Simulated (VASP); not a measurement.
# KCl (I4/mmm) in VASP: a series of runs

Runs on KCl. Level: PBEsol. Tasks: single point.

All numbers are computed with VASP 6.6.1; they aren't measurements. Logs are shortened: lines on timing, memory, paths and dates and some standing lists are left out, and cuts for length are marked.

**1. The cell of the first run**

Symmetry: I4/mmm, No. 139, tetragonal system. Conventional cell: a = 4.106 Å, b = 4.106 Å, c = 6.565 Å, α = 90.00°, β = 90.00°, γ = 90.00°. K (site symmetry 4/mmm) has 6 Cl at 2.90 to 3.28 Å within 3.8 Å. Within 3.8 Å of Cl (site symmetry 4/mmm) lie 6 K at 2.90 to 3.28 Å.

**2. Single point, PBEsol (strain -0.080 along x and y, +0.040 along z)**

Input file INCAR:

```
  PREC = Accurate
  ENCUT = 520
  EDIFF = 1E-7
  ISMEAR = 0
  SIGMA = 0.05
  LREAL = False
  LASPH = True
  NELM = 80
  ALGO = Normal
  ISIF = 2
  LWAVE = False
  LCHARG = True
  GGA = PS
  LELF = True
  LVHAR = True
  NBANDS = 15
```

Input file KPOINTS:

```
Automatic mesh
0
Gamma
  6 6 6
```

Input file POSCAR:

```
KCl
1.0
    0.0000000000      2.9036120000      3.2823440000
    2.9036120000      0.0000000000      3.2823440000
    2.9036120000      2.9036120000      0.0000000000
K Cl
1 1
Direct
    0.0000000000      0.0000000000      0.0000000000
    0.5000000000      0.5000000000      0.5000000000
```

Potentials or basis: VASP PAW PBE potentials, release 64 (K_sv, Cl).

The run is started by

```sh
$ cat potpaw_PBE.64/K_sv/POTCAR potpaw_PBE.64/Cl/POTCAR > POTCAR
$ mpirun -np 1 vasp_std > vasp.out
```

OUTCAR:

```text
PREC = Accurate
   ENCUT = 520
   EDIFF = 1E-7
   ISMEAR = 0
   LREAL = False
   LASPH = True
   NELM = 80
   ISIF = 2
   GGA = PS

 ion  position               nearest neighbor table
   1  0.000  0.000  0.000-   2 2.90   2 2.90   2 2.90   2 2.90
   2  0.500  0.500  0.500-   1 2.90   1 2.90   1 2.90   1 2.90

  LATTYP: Found a body centered tetragonal cell.
 ALAT       =     4.1063274703
 C/A-ratio  =     1.5986762009

  Lattice vectors:

 A1 = (  -2.9036120000,   0.0000000000,   3.2823440000)
 A2 = (   2.9036120000,   0.0000000000,   3.2823440000)
 A3 = (   0.0000000000,   2.9036120000,  -3.2823440000)

Analysis of symmetry for initial positions (statically):
=====================================================================
 Subroutine PRICEL returns:
 Original cell was already a primitive cell.

 Routine SETGRP: Setting up the symmetry group for a
 body centered tetragonal supercell.

 Subroutine GETGRP returns: Found 16 space group operations
 (whereof 16 operations were pure point group operations)
 out of a pool of 16 trial point group operations.

The static configuration has the point symmetry D_4h.

Analysis of symmetry for dynamics (positions and initial velocities):
=====================================================================
 Subroutine PRICEL returns:
 Original cell was already a primitive cell.

 Routine SETGRP: Setting up the symmetry group for a
 body centered tetragonal supercell.

 Subroutine GETGRP returns: Found 16 space group operations
 (whereof 16 operations were pure point group operations)
 out of a pool of 16 trial point group operations.

The dynamic configuration has the point symmetry D_4h.

 Subroutine INISYM returns: Found 16 space group operations
 (whereof 16 operations are pure point group operations),
 and found     1 'primitive' translations

----------------------------------------------------------------------------------------

                                     Primitive cell

  volume of cell :      55.3466

  direct lattice vectors                    reciprocal lattice vectors
     0.000000000  2.903612000  3.282344000    -0.172199316  0.172199316  0.152330164
     2.903612000  0.000000000  3.282344000     0.172199316 -0.172199316  0.152330164
     2.903612000  2.903612000  0.000000000     0.172199316  0.172199316 -0.152330164

  length of vectors
     4.382321848  4.382321848  4.106327470     0.287244996  0.287244996  0.287244996

  position of ions in fractional coordinates (direct lattice)
     0.000000000  0.000000000  0.000000000
     0.500000000  0.500000000  0.500000000

  ion indices of the primitive-cell ions
   primitive index   ion index
                 1           1
                 2           2

----------------------------------------------------------------------------------------

 KPOINTS: Automatic mesh

Automatic generation of k-mesh.
 Grid dimensions read from file:
 generate k-points for:    6    6    6

 Generating k-lattice:

  Cartesian coordinates                     Fractional coordinates (reciprocal lattice)
    -0.028699886  0.028699886  0.025388361     0.166666667  0.000000000  0.000000000
     0.028699886 -0.028699886  0.025388361     0.000000000  0.166666667  0.000000000
     0.028699886  0.028699886 -0.025388361     0.000000000  0.000000000  0.166666667

  Length of vectors
     0.047874166  0.047874166  0.047874166

  Shift w.r.t. Gamma in fractional coordinates (k-lattice)
     0.000000000  0.000000000  0.000000000

 Subroutine IBZKPT returns following result:
 ===========================================

 Found     30 irreducible k-points:

 Following reciprocal coordinates:
            Coordinates               Weight
  0.000000  0.000000  0.000000      1.000000
  0.166667  0.000000  0.000000      8.000000
  0.333333  0.000000  0.000000      8.000000
  0.500000  0.000000  0.000000      4.000000
  0.166667  0.166667  0.000000      2.000000
  0.333333  0.166667  0.000000      8.000000
[... 16 lines left out ...]
  0.333333  0.000000  0.333333      4.000000
  0.500000  0.000000  0.333333     16.000000
 [... further k-points ...]
   k-points           NKPTS =     30   k-points in BZ     NKDIM =     30   number of bands    NBANDS=     15
   number of dos      NEDOS =    301   number of ions     NIONS =      2
   total plane-waves  NPLWV =  41472
   dimension x,y,z NGX =    36 NGY =   36 NGZ =   32
   dimension x,y,z NGXF=    72 NGYF=   72 NGZF=   64
   ions per type =               1   1
   NGX,Y,Z   is equivalent  to a cutoff of  13.66, 13.66, 12.96 a.u.
   NGXF,Y,Z  is equivalent  to a cutoff of  27.31, 27.31, 25.91 a.u.
 SYSTEM =  unknown system
   PREC   = accura    normal or accurate (medium, high low for compatibility)
   ISTART =      0    job   : 0-new  1-cont  2-samecut
   ICHARG =      2    charge: 1-file 2-atom 10-const
   ISPIN  =      1    spin polarized calculation?
   LNONCOLLINEAR =      F non collinear calculations
   LSORBIT =      F    spin-orbit coupling
   LASPH  =      T    aspherical Exc in radial PAW
   ENCUT  =  520.0 eV  38.22 Ry    6.18 a.u.   8.15  8.15  7.64*2*pi/ulx,y,z
   NELM   =     80;   NELMIN=  2; NELMDL= -5     # of ELM steps
   EDIFF  = 0.1E-06   stopping-criterion for ELM
   LREAL  =      F    real-space projection
   EDIFFG = 0.1E-05   stopping-criterion for IOM
   NSW    =      0    number of steps for IOM
   IBRION =     -1    ionic relax: 0-MD 1-quasi-New 2-CG
   NFREE  =      0    steps in history (QN), initial steepest desc. (CG)
   ISIF   =      2    stress and relaxation
   ISYM   =      2    0-nonsym 1-usesym 2-fastsym
   POTIM  = 0.5000    time-step for ionic-motion
   TEBEG  =    0.0;   TEEND  =   0.0 temperature during run
   PSTRESS=    0.0 pullay stress
   NELECT =      16.0000    total number of electrons
   NUPDOWN=      -1.0000    fix difference up-down
   EMIN   =  10.00;   EMAX   =-10.00  energy-range for DOS
   EFERMI =   0.00;   METHOD = LEGACY
   ISMEAR =     0;   SIGMA  =   0.05  broadening in eV -4-tet -1-fermi 0-gaus
   EFERMI_NEDOS =   21; number of points for ismear=-14 and -15
   IALGO  =     38    algorithm
   IMIX   =      4    mixing-type and parameters
     AMIX     =   0.40;   BMIX     =  1.00
     AMIX_MAG =   1.60;   BMIX_MAG =  1.00
  volume/ion in A,a.u.               =      27.67       186.75
  Fermi-wavevector in a.u.,A,eV,Ry     =   1.082475  2.045581 15.942646  1.171751
  Thomas-Fermi vector in A             =   2.218517
   LORBIT       =      0    0 simple, 1 ext, 2 COOP (PROOUT), +10 PAW based schemes
   GGA     = PS    functional components
   LHFCALC =     F    Hartree Fock is set to
   AEXX    =    0.0000 exact exchange contribution
   IVDW    =     0    specifies the selected vdW correction
   LEPSILON=     F    determine dielectric tensor
   LRPA    =     F    only Hartree local field effects (RPA)
 non-spin polarized calculation
 Gauss-broadening in eV      SIGMA  =   0.05
  energy-cutoff  :      520.00
  volume of cell :       55.35
 maximum number of plane-waves:      1516
 NGX is ok and might be reduce to    36
   NGX = 17   NGY = 17   NGZ = 15

 number of electron      15.9999999 magnetization

 Free energy of the ion-electron system (eV)
  ---------------------------------------------------
  ext. energy  EPLUGINS =         0.00000000
  ---------------------------------------------------
  free energy    TOTEN  =        -6.88960143 eV

  energy without entropy =       -6.88960143  energy(sigma->0) =       -6.88960143

 E-fermi :  -1.0699     XC(G=0):  -8.2177

 val. band max:       -1.3272095182   @ k =   0.0000   0.0000   0.0000
 cond. band min:       3.9460780738   @ k =   0.0000   0.0000   0.0000
 fundamental gap:      5.2732875920
 Fermi energy:        -1.0698696355

 k-point     1 :       0.0000    0.0000    0.0000
  band No.  band energies     occupation
      1     -28.1373      2.00000
      2     -13.6520      2.00000
      3     -11.6850      2.00000
      4     -11.6850      2.00000
      5     -11.6700      2.00000
      6      -1.4810      2.00000
      7      -1.3272      2.00000
      8      -1.3272      2.00000
      9       3.9461      0.00000
     10       6.3636      0.00000
     11       7.2593      0.00000
     12       7.2593      0.00000
     13       7.7561      0.00000
     14       8.1659      0.00000
     15      11.8294      0.00000

 k-point     2 :       0.1667    0.0000    0.0000
  band No.  band energies     occupation
      1     -28.1317      2.00000
      2     -13.7396      2.00000
      3     -11.6817      2.00000
      4     -11.6794      2.00000
      5     -11.5694      2.00000
      6      -1.7826      2.00000
      7      -1.5506      2.00000
      8      -1.4686      2.00000
      9       4.6303      0.00000
     10       6.6341      0.00000
     11       7.2334      0.00000
     12       7.6214      0.00000
     13       8.2270      0.00000
     14       8.6780      0.00000
     15      12.8933      0.00000

 k-point     3 :       0.3333    0.0000    0.0000
  band No.  band energies     occupation
      1     -28.1204      2.00000
      2     -13.8933      2.00000
      3     -11.7029      2.00000
      4     -11.6681      2.00000
      5     -11.3585      2.00000
      6      -2.4431      2.00000
      7      -1.7721      2.00000
      8      -1.7315      2.00000
      9       5.8443      0.00000
     10       7.0016      0.00000
     11       8.2071      0.00000
     12       8.6196      0.00000
     13       9.3562      0.00000
     14       9.9714      0.00000
     15      11.6518      0.00000
[... 343 lines left out ...]
 k-point    23 :       0.3333    0.0000    0.3333
  band No.  band energies     occupation
      1     -28.1122      2.00000
      2     -13.7156      2.00000
      3     -11.8044      2.00000
      4     -11.7169      2.00000
      5     -11.6046      2.00000
      6      -2.2612      2.00000
      7      -1.6788      2.00000
      8      -1.6013      2.00000
      9       5.2491      0.00000
     10       6.1940      0.00000
     11       8.8530      0.00000
     12       9.6853      0.00000
     13       9.9310      0.00000
     14      10.2587      0.00000
     15      11.3398      0.00000

 k-point    24 :       0.5000    0.0000    0.3333
  band No.  band energies     occupation
      1     -28.1070      2.00000
      2     -13.6494      2.00000
      3     -11.8489      2.00000
      4     -11.7462      2.00000
      5     -11.6836      2.00000
      6      -2.1211      2.00000
      7      -1.8224      2.00000
      8      -1.7274      2.00000
      9       5.3445      0.00000
     10       7.2674      0.00000
     11       8.9014      0.00000
     12       9.5297      0.00000
     13       9.8785      0.00000
     14      10.3244      0.00000
     15      11.1822      0.00000

 [... further k-points ...]

------------------------ aborting loop because EDIFF is reached ----------------------------------------

  FORCE on cell =-STRESS in cart. coord.  units (eV):
  Direction    XX          YY          ZZ          XY          YZ          ZX
  --------------------------------------------------------------------------------------
  -------------------------------------------------------------------------------------
  Total        1.9166082      1.9166082     -0.3032555      0.0000000      0.0000000     -0.0000000
  in kB       55.4820709     55.4820709     -8.7786559      0.0000000      0.0000000     -0.0000000
  external PRESSURE =      34.0618286 kB  Pullay stress =       0.0000000 kB

 VOLUME and BASIS-vectors are now :
 -----------------------------------------------------------------------------
  energy-cutoff  :      520.00
  volume of cell :       55.35
      direct lattice vectors                 reciprocal lattice vectors
     0.000000000  2.903612000  3.282344000    -0.172199316  0.172199316  0.152330164
     2.903612000  0.000000000  3.282344000     0.172199316 -0.172199316  0.152330164
     2.903612000  2.903612000  0.000000000     0.172199316  0.172199316 -0.152330164

 POSITION                                       TOTAL-FORCE (eV/Angst)
 -----------------------------------------------------------------------------------
      0.00000      0.00000      0.00000        -0.000000      0.000000     -0.000000
      2.90361      2.90361      3.28234         0.000000     -0.000000      0.000000
 -----------------------------------------------------------------------------------
    total drift:                                0.000000      0.000000      0.000000

  FREE ENERGIE OF THE ION-ELECTRON SYSTEM (eV)
  ---------------------------------------------------
  free  energy   TOTEN  =        -6.8896014299 eV

  energy  without entropy=       -6.8896014299  energy(sigma->0) =       -6.88960143
```

Wall time 12 s (1 thread of Intel Xeon 6975P-C (Granite Rapids), shared host); peak memory 0.19 GiB.

Results:

| Property | Result |
| --- | --- |
| Free energy | -6.8896 eV |
| Pressure | 3.4 GPa |
| Band gap on the k mesh | 5.27 eV, direct |

Stress tensor (GPa, compression positive):
```
 5.55  0.00  0.00
 0.00  5.55  0.00
 0.00  0.00 -0.88
```

Caveat: the cell differs from its parent crystal (strain -0.080 along x and y, +0.040 along z); the PAW data sets were made with another functional, which shifts forces and pressure a little.

[end of part 1 of 2]
